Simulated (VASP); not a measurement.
Wanted: the native input for a VASP 6.6.1 run.

| Property | Result |
| --- | --- |
| Task | single point |
| Functional | PBEsol |
| Potentials or basis | VASP PAW PBE potentials, release 64 (Re) |
| Cutoff | 520 eV |
| k mesh | 22 × 22 × 22 |
| Occupations | gaussian, width 0.15 eV |
| Spin | no spin polarisation |
| Dipole correction | no |
| Further INCAR settings | ALGO = Fast; EDIFF = 1e-07; NBANDS = 10 |

The structure of Re lies in POSCAR:

```
Re
1.0
    0.0000000000      2.2169741472      1.5674007220
    2.2169741472      0.0000000000      1.5674007220
    2.2169741472      2.2169741472      0.0000000000
Re
1
Direct
    0.0000000000      0.0000000000      0.0000000000
```

This cell differs from its parent crystal: ratio of the length along z to the lengths across it x 0.707, volume and fractional coordinates fixed.

The input as run:

INCAR

```
PREC = Accurate
ENCUT = 520
EDIFF = 1E-7
ISMEAR = 0
SIGMA = 0.15
LREAL = False
LASPH = True
NELM = 60
ALGO = Fast
ISIF = 2
LWAVE = False
LCHARG = True
GGA = PS
LELF = True
LVHAR = True
NBANDS = 10
```

KPOINTS

```
Automatic mesh
0
Gamma
  22 22 22
```

Potentials or basis: VASP PAW PBE potentials, release 64 (Re).

Command:

```console
$ cat potpaw_PBE.64/Re/POTCAR > POTCAR
$ mpirun -np 1 vasp_std > vasp.out
```

Results of the run:

```
Pressure : -16.8 GPa
```

Caveat: the PAW data sets were made with another functional, which shifts forces and pressure a little.

Run time: 83 s on 1 thread of Intel(R) Xeon(R) Platinum 8488C (Sapphire Rapids) (shared host), peak memory 0.25 GiB.
